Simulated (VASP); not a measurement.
## GaAs: single point with PBEsol

GaAs, a slab with vacuum:

```
As Ga
1.0
     4.00100    0.00000    0.00000
     0.00000    4.00100    0.00000
     0.00000    0.00000   24.07284
As Ga
3 3
Direct
  0.00000 0.50000 0.35309
  0.50000 0.00000 0.47062
  0.00000 0.50000 0.58843
  0.50000 0.50000 0.41186
  0.00000 0.00000 0.52808
  0.50000 0.50000 0.64947
```

| Item | Value |
| --- | --- |
| Program | VASP 6.6.1 |
| Task | single point |
| Functional | PBEsol |
| Potentials or basis | VASP PAW PBE potentials, release 64 (As, Ga_d) |
| Cutoff | 520 eV |
| k mesh | 7 × 7 × 1 |
| Occupations | gaussian, width 0.05 eV |
| Spin | no spin polarisation |
| Dipole correction | yes |
| Further INCAR settings | ALGO = Normal; EDIFF = 1e-06; NBANDS = 36 |

| Quantity | Value |
| --- | --- |
| Largest force | 0.546 eV/Å |
| Band gap on the k mesh | zero (bands 27 and 28 overlap by 0.67 eV) |

Forces in eV/Å, atoms in the order of the input:
```
As   0.000  0.000  0.252
As   0.000  0.000  0.274
As   0.000  0.000 -0.011
Ga   0.000  0.000 -0.546
Ga   0.000  0.000  0.008
Ga   0.000  0.000  0.023
```

Levels at points of the mesh, in eV from the Fermi level:
```
           k point  band 25  band 26  band 27  band 28  band 29  band 30
(0.00, 0.00, 0.00)    -1.02    -0.06     0.43     1.14     1.73     1.93
```

Wall time 7.6 min on 1 thread of AMD EPYC 7R43 64-Core Processor (Zen 3), on a shared host, peak memory 0.47 GiB.

Caveat: the PAW data sets were made with another functional, which shifts forces and pressure a little.
